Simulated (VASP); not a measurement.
# Al (Fm-3m) in VASP: a series of runs

Runs on Al. Level: PBE. Tasks: single point.

Everything below comes from runs of VASP 6.6.1. Logs are shortened: lines on timing, memory, paths and dates and some standing lists are left out, and cuts for length are marked.

### Step 1. The cell of the first run

Symmetry: Fm-3m, No. 225, cubic system. Conventional cell: a = 3.684 Å, b = 3.684 Å, c = 3.684 Å, α = 90.00°, β = 90.00°, γ = 90.00°. Al (site symmetry m-3m) has 12 Al at 2.61 Å within 3.4 Å.

### Step 2. Single point, PBE

Input file INCAR:

```
ALGO = Normal ; EDIFF = 1E-6
ENCUT = 500 ; GGA = PE
GGA_COMPAT = False ; ISIF = 2
ISMEAR = 0 ; LASPH = True
LCHARG = False ; LREAL = False
LWAVE = False ; NBANDS = 8
NELM = 120 ; PREC = Accurate
SIGMA = 0.1
```

Input file KPOINTS:

```
k-points
0
Gamma
  16 16 16
```

Input file POSCAR:

```
Al
1.0
    2.6053173245      0.0000000000      0.0000000000
    1.3026586623      2.2562709880      0.0000000000
    1.3026586623      0.7520903293      2.1272326877
Al
1
Direct
    0.0000000000      0.0000000000      0.0000000000
```

Potentials or basis: VASP PAW PBE potentials, release 64 (Al).

Run with:

```console
$ cat potpaw_PBE.64/Al/POTCAR > POTCAR
$ mpirun -np 1 vasp_std > vasp.out
```

OUTCAR:

```text
EDIFF = 1E-6
   ENCUT = 500
   GGA = PE
   ISIF = 2
   ISMEAR = 0
   LASPH = True
   LREAL = False
   NELM = 120
   PREC = Accurate

 ion  position               nearest neighbor table
   1  0.000  0.000  0.000-

  LATTYP: Found a face centered cubic cell.
 ALAT       =     3.6844750947

  Lattice vectors:

 A1 = (   2.6053173245,   0.0000000000,   0.0000000000)
 A2 = (   1.3026586623,   2.2562709880,   0.0000000000)
 A3 = (   1.3026586623,   0.7520903293,   2.1272326877)

Analysis of symmetry for initial positions (statically):
=====================================================================
 Subroutine PRICEL returns:
 Original cell was already a primitive cell.

 Routine SETGRP: Setting up the symmetry group for a
 face centered cubic supercell.

 Subroutine GETGRP returns: Found 48 space group operations
 (whereof 48 operations were pure point group operations)
 out of a pool of 48 trial point group operations.

The static configuration has the point symmetry O_h .

Analysis of symmetry for dynamics (positions and initial velocities):
=====================================================================
 Subroutine PRICEL returns:
 Original cell was already a primitive cell.

 Routine SETGRP: Setting up the symmetry group for a
 face centered cubic supercell.

 Subroutine GETGRP returns: Found 48 space group operations
 (whereof 48 operations were pure point group operations)
 out of a pool of 48 trial point group operations.

The dynamic configuration has the point symmetry O_h .

 Subroutine INISYM returns: Found 48 space group operations
 (whereof 48 operations are pure point group operations),
 and found     1 'primitive' translations

----------------------------------------------------------------------------------------

                                     Primitive cell

  volume of cell :      12.5045

  direct lattice vectors                    reciprocal lattice vectors
     2.605317325  0.000000000  0.000000000     0.383830404 -0.221604587 -0.156698106
     1.302658662  2.256270988  0.000000000     0.000000000  0.443209174 -0.156698106
     1.302658662  0.752090329  2.127232688     0.000000000  0.000000000  0.470094318

  length of vectors
     2.605317325  2.605317325  2.605317325     0.470094318  0.470094318  0.470094318

  position of ions in fractional coordinates (direct lattice)
     0.000000000  0.000000000  0.000000000

  ion indices of the primitive-cell ions
   primitive index   ion index
                 1           1

----------------------------------------------------------------------------------------

 KPOINTS: k-points

Automatic generation of k-mesh.
 Grid dimensions read from file:
 generate k-points for:   16   16   16

 Generating k-lattice:

  Cartesian coordinates                     Fractional coordinates (reciprocal lattice)
     0.023989400 -0.013850287 -0.009793632     0.062500000  0.000000000  0.000000000
     0.000000000  0.027700573 -0.009793632     0.000000000  0.062500000  0.000000000
     0.000000000  0.000000000  0.029380895     0.000000000  0.000000000  0.062500000

  Length of vectors
     0.029380895  0.029380895  0.029380895

  Shift w.r.t. Gamma in fractional coordinates (k-lattice)
     0.000000000  0.000000000  0.000000000

 Subroutine IBZKPT returns following result:
 ===========================================

 Found    145 irreducible k-points:

 Following reciprocal coordinates:
            Coordinates               Weight
  0.000000  0.000000  0.000000      1.000000
  0.062500  0.000000  0.000000      8.000000
  0.125000  0.000000  0.000000      8.000000
  0.187500  0.000000  0.000000      8.000000
  0.250000  0.000000  0.000000      8.000000
  0.312500  0.000000  0.000000      8.000000
[... 16 lines left out ...]
 -0.125000  0.062500 -0.000000     24.000000
 -0.062500  0.062500 -0.000000     12.000000
 [... further k-points ...]
   k-points           NKPTS =    145   k-points in BZ     NKDIM =    145   number of bands    NBANDS=      8
   number of dos      NEDOS =    301   number of ions     NIONS =      1
   total plane-waves  NPLWV =   8000
   dimension x,y,z NGX =    20 NGY =   20 NGZ =   20
   dimension x,y,z NGXF=    40 NGYF=   40 NGZF=   40
   ions per type =               1
   NGX,Y,Z   is equivalent  to a cutoff of  12.76, 12.76, 12.76 a.u.
   NGXF,Y,Z  is equivalent  to a cutoff of  25.52, 25.52, 25.52 a.u.
 SYSTEM =  unknown system
   PREC   = accura    normal or accurate (medium, high low for compatibility)
   ISTART =      0    job   : 0-new  1-cont  2-samecut
   ICHARG =      2    charge: 1-file 2-atom 10-const
   ISPIN  =      1    spin polarized calculation?
   LNONCOLLINEAR =      F non collinear calculations
   LSORBIT =      F    spin-orbit coupling
   LASPH  =      T    aspherical Exc in radial PAW
   ENCUT  =  500.0 eV  36.75 Ry    6.06 a.u.   4.75  4.75  4.75*2*pi/ulx,y,z
   NELM   =    120;   NELMIN=  2; NELMDL= -5     # of ELM steps
   EDIFF  = 0.1E-05   stopping-criterion for ELM
   LREAL  =      F    real-space projection
   EDIFFG = 0.1E-04   stopping-criterion for IOM
   NSW    =      0    number of steps for IOM
   IBRION =     -1    ionic relax: 0-MD 1-quasi-New 2-CG
   NFREE  =      0    steps in history (QN), initial steepest desc. (CG)
   ISIF   =      2    stress and relaxation
   ISYM   =      2    0-nonsym 1-usesym 2-fastsym
   POTIM  = 0.5000    time-step for ionic-motion
   TEBEG  =    0.0;   TEEND  =   0.0 temperature during run
   PSTRESS=    0.0 pullay stress
   NELECT =       3.0000    total number of electrons
   NUPDOWN=      -1.0000    fix difference up-down
   EMIN   =  10.00;   EMAX   =-10.00  energy-range for DOS
   EFERMI =   0.00;   METHOD = LEGACY
   ISMEAR =     0;   SIGMA  =   0.10  broadening in eV -4-tet -1-fermi 0-gaus
   EFERMI_NEDOS =   21; number of points for ismear=-14 and -15
   IALGO  =     38    algorithm
   IMIX   =      4    mixing-type and parameters
     AMIX     =   0.40;   BMIX     =  1.00
     AMIX_MAG =   1.60;   BMIX_MAG =  1.00
  volume/ion in A,a.u.               =      12.50        84.38
  Fermi-wavevector in a.u.,A,eV,Ry     =   1.017247  1.922318 14.079184  1.034791
  Thomas-Fermi vector in A             =   2.150637
   LORBIT       =      0    0 simple, 1 ext, 2 COOP (PROOUT), +10 PAW based schemes
   GGA     = PE    functional components
   LHFCALC =     F    Hartree Fock is set to
   AEXX    =    0.0000 exact exchange contribution
   IVDW    =     0    specifies the selected vdW correction
   LEPSILON=     F    determine dielectric tensor
   LRPA    =     F    only Hartree local field effects (RPA)
 non-spin polarized calculation
 Gauss-broadening in eV      SIGMA  =   0.10
  energy-cutoff  :      500.00
  volume of cell :       12.50
 maximum number of plane-waves:       332
   NGX =  9   NGY =  9   NGZ =  9

 number of electron       3.0000000 magnetization

 Free energy of the ion-electron system (eV)
  ---------------------------------------------------
  ext. energy  EPLUGINS =         0.00000000
  ---------------------------------------------------
  free energy    TOTEN  =        -3.36393773 eV

  energy without entropy =       -3.36259873  energy(sigma->0) =       -3.36326823

 E-fermi :  11.2644     XC(G=0): -11.2449

 val. band max:       11.1112622325   @ k =  -0.2500   0.3125   0.1250
 cond. band min:      11.3290529553   @ k =  -0.3750   0.3750  -0.0000
 fundamental gap:      0.2177907227
 Fermi energy:        11.2644044769

 k-point     1 :       0.0000    0.0000    0.0000
  band No.  band energies     occupation
      1      -1.9702      2.00000
      2      25.4921      0.00000
      3      25.4921      0.00000
      4      25.4921      0.00000
      5      29.3469      0.00000
      6      29.3469      0.00000
      7      29.3469      0.00000
      8      29.8484      0.00000

 k-point     2 :       0.0625    0.0000    0.0000
  band No.  band energies     occupation
      1      -1.8427      2.00000
      2      23.7339      0.00000
      3      25.2981      0.00000
      4      25.2981      0.00000
      5      29.3759      0.00000
      6      29.7429      0.00000
      7      29.7429      0.00000
      8      31.4597      0.00000

 k-point     3 :       0.1250    0.0000    0.0000
  band No.  band energies     occupation
      1      -1.4613      2.00000
      2      20.8870      0.00000
      3      24.8862      0.00000
      4      24.8862      0.00000
      5      29.0323      0.00000
      6      30.7554      0.00000
      7      30.7554      0.00000
      8      31.8185      0.00000

 k-point     4 :       0.1875    0.0000    0.0000
  band No.  band energies     occupation
      1      -0.8287      2.00000
      2      18.0043      0.00000
      3      24.4766      0.00000
      4      24.4766      0.00000
      5      28.6269      0.00000
      6      30.3288      0.00000
      7      30.3288      0.00000
      8      32.1775      0.00000

 k-point     5 :       0.2500    0.0000    0.0000
  band No.  band energies     occupation
      1       0.0506      2.00000
      2      15.2389      0.00000
      3      24.1691      0.00000
      4      24.1691      0.00000
      5      28.2994      0.00000
      6      28.9653      0.00000
      7      28.9653      0.00000
      8      33.7985      0.00000
[... 177 lines left out ...]
 k-point    22 :      -0.1875    0.0625   -0.0000
  band No.  band energies     occupation
      1      -0.4509      2.00000
      2      17.1200      0.00000
      3      22.2277      0.00000
      4      25.7607      0.00000
      5      28.4768      0.00000
      6      29.3346      0.00000
      7      30.3892      0.00000
      8      31.5081      0.00000

 k-point    23 :      -0.1250    0.0625   -0.0000
  band No.  band energies     occupation
      1      -1.1656      2.00000
      2      19.8961      0.00000
      3      22.7711      0.00000
      4      25.9375      0.00000
      5      29.7001      0.00000
      6      29.7795      0.00000
      7      30.4164      0.00000
      8      31.4960      0.00000

 k-point    24 :      -0.0625    0.0625   -0.0000
  band No.  band energies     occupation
      1      -1.6307      2.00000
      2      22.4209      0.00000
      3      23.7203      0.00000
      4      25.8251      0.00000
      5      29.5355      0.00000
      6      29.8125      0.00000
      7      30.4883      0.00000
      8      31.6697      0.00000

 [... further k-points ...]
[... 5 lines left out ...]
  --------------------------------------------------------------------------------------
  -------------------------------------------------------------------------------------
  Total        3.1193238      3.1193238      3.1193238      0.0000000     -0.0000000      0.0000000
  in kB      399.6723929    399.6723930    399.6723929      0.0000000     -0.0000000      0.0000000
  external PRESSURE =     399.6723929 kB  Pullay stress =       0.0000000 kB

 VOLUME and BASIS-vectors are now :
 -----------------------------------------------------------------------------
  energy-cutoff  :      500.00
  volume of cell :       12.50
      direct lattice vectors                 reciprocal lattice vectors
     2.605317325  0.000000000  0.000000000     0.383830404 -0.221604587 -0.156698106
     1.302658662  2.256270988  0.000000000     0.000000000  0.443209174 -0.156698106
     1.302658662  0.752090329  2.127232688     0.000000000  0.000000000  0.470094318

 POSITION                                       TOTAL-FORCE (eV/Angst)
 -----------------------------------------------------------------------------------
      0.00000      0.00000      0.00000        -0.000000      0.000000      0.000000
 -----------------------------------------------------------------------------------
    total drift:                                0.000000     -0.000000      0.000000

  FREE ENERGIE OF THE ION-ELECTRON SYSTEM (eV)
  ---------------------------------------------------
  free  energy   TOTEN  =        -3.3639377307 eV

  energy  without entropy=       -3.3625987324  energy(sigma->0) =       -3.36326823
```

Run time: 12 s. Hardware: 1 thread of Intel Xeon Platinum 8488C (Sapphire Rapids), shared host; peak memory 0.12 GiB.

Results:

```yaml
Free_energy: -3.3639 eV
Pressure: 40.0 GPa
```

### Step 3. Single point, PBE

This run uses another cell than the first one, of 13.11 Å³/atom, 1.048 times its volume.

Input file INCAR:

```
SYSTEM = Al
PREC = Accurate
ENCUT = 500
EDIFF = 1E-6
ISMEAR = 0
SIGMA = 0.1
LREAL = .FALSE.
LASPH = .TRUE.
NELM = 120
ALGO = Normal
ISIF = 2
LWAVE = .FALSE.
LCHARG = .FALSE.
GGA = PE
NBANDS = 8
GGA_COMPAT = .FALSE.
```

Input file KPOINTS:

```
Automatic mesh
0
G
  16 16 16
  0 0 0
```

Input file POSCAR:

```
Al
1.0
    2.6466972485      0.0000000000      0.0000000000
    1.3233486242      2.2921070533      0.0000000000
    1.3233486242      0.7640356844      2.1610192541
Al
1
Direct
    0.0000000000      0.0000000000      0.0000000000
```

Potentials or basis: VASP PAW PBE potentials, release 64 (Al).

Run with:

```console
$ cat potpaw_PBE.64/Al/POTCAR > POTCAR
$ mpirun -np 1 vasp_std > vasp.out
```

OUTCAR:

```text
SYSTEM = Al
   PREC = Accurate
   ENCUT = 500
   EDIFF = 1E-6
   ISMEAR = 0
   LREAL = .FALSE.
   LASPH = .TRUE.
   NELM = 120
   ISIF = 2
   GGA = PE

 ion  position               nearest neighbor table
   1  0.000  0.000  0.000-

  LATTYP: Found a face centered cubic cell.
 ALAT       =     3.7429951443

  Lattice vectors:

 A1 = (   2.6466972485,   0.0000000000,   0.0000000000)
 A2 = (   1.3233486242,   2.2921070533,   0.0000000000)
 A3 = (   1.3233486242,   0.7640356844,   2.1610192541)

Analysis of symmetry for initial positions (statically):
=====================================================================
 Subroutine PRICEL returns:
 Original cell was already a primitive cell.

 Routine SETGRP: Setting up the symmetry group for a
 face centered cubic supercell.

 Subroutine GETGRP returns: Found 48 space group operations
 (whereof 48 operations were pure point group operations)
 out of a pool of 48 trial point group operations.

The static configuration has the point symmetry O_h .

Analysis of symmetry for dynamics (positions and initial velocities):
=====================================================================
 Subroutine PRICEL returns:
[... 153 lines left out ...]
  energy without entropy =       -3.49421184  energy(sigma->0) =       -3.49481654

 E-fermi :  10.6721     XC(G=0): -11.0592

 val. band max:       10.6500183263   @ k =  -0.3750   0.3750   0.0000
 cond. band min:      10.7394762878   @ k =   0.5000   0.2500   0.1250
 fundamental gap:      0.0894579615
 Fermi energy:        10.6721072199

 k-point     1 :       0.0000    0.0000    0.0000
  band No.  band energies     occupation
      1      -2.1982      2.00000
      2      24.5962      0.00000
      3      24.5962      0.00000
      4      24.5962      0.00000
      5      28.0112      0.00000
      6      28.0112      0.00000
      7      28.0112      0.00000
      8      28.8596      0.00000
[... 243 lines left out ...]
 k-point    24 :      -0.0625    0.0625   -0.0000
  band No.  band energies     occupation
      1      -1.8690      2.00000
      2      21.5727      0.00000
      3      22.7750      0.00000
      4      24.9186      0.00000
      5      28.2240      0.00000
      6      28.5927      0.00000
      7      29.2561      0.00000
      8      30.4879      0.00000

 [... further k-points ...]
[... 5 lines left out ...]
  --------------------------------------------------------------------------------------
  -------------------------------------------------------------------------------------
  Total        2.4520701      2.4520701      2.4520701     -0.0000000     -0.0000000     -0.0000000
  in kB      299.6716484    299.6716484    299.6716484     -0.0000000     -0.0000000     -0.0000000
  external PRESSURE =     299.6716484 kB  Pullay stress =       0.0000000 kB

 VOLUME and BASIS-vectors are now :
 -----------------------------------------------------------------------------
  energy-cutoff  :      500.00
  volume of cell :       13.11
      direct lattice vectors                 reciprocal lattice vectors
     2.646697249  0.000000000  0.000000000     0.377829387 -0.218139899 -0.154248201
     1.323348624  2.292107053  0.000000000     0.000000000  0.436279797 -0.154248201
     1.323348624  0.764035684  2.161019254     0.000000000  0.000000000  0.462744604

 POSITION                                       TOTAL-FORCE (eV/Angst)
 -----------------------------------------------------------------------------------
      0.00000      0.00000      0.00000         0.000000      0.000000      0.000000
 -----------------------------------------------------------------------------------
    total drift:                               -0.000000      0.000000      0.000000

  FREE ENERGIE OF THE ION-ELECTRON SYSTEM (eV)
  ---------------------------------------------------
  free  energy   TOTEN  =        -3.4954212393 eV

  energy  without entropy=       -3.4942118434  energy(sigma->0) =       -3.49481654
```

It took 9.6 s on 1 thread of Intel Xeon Platinum 8488C (Sapphire Rapids), shared host; peak memory 0.12 GiB.

What came out:

```yaml
Free_energy: -3.4954 eV
Pressure: 30.0 GPa
```
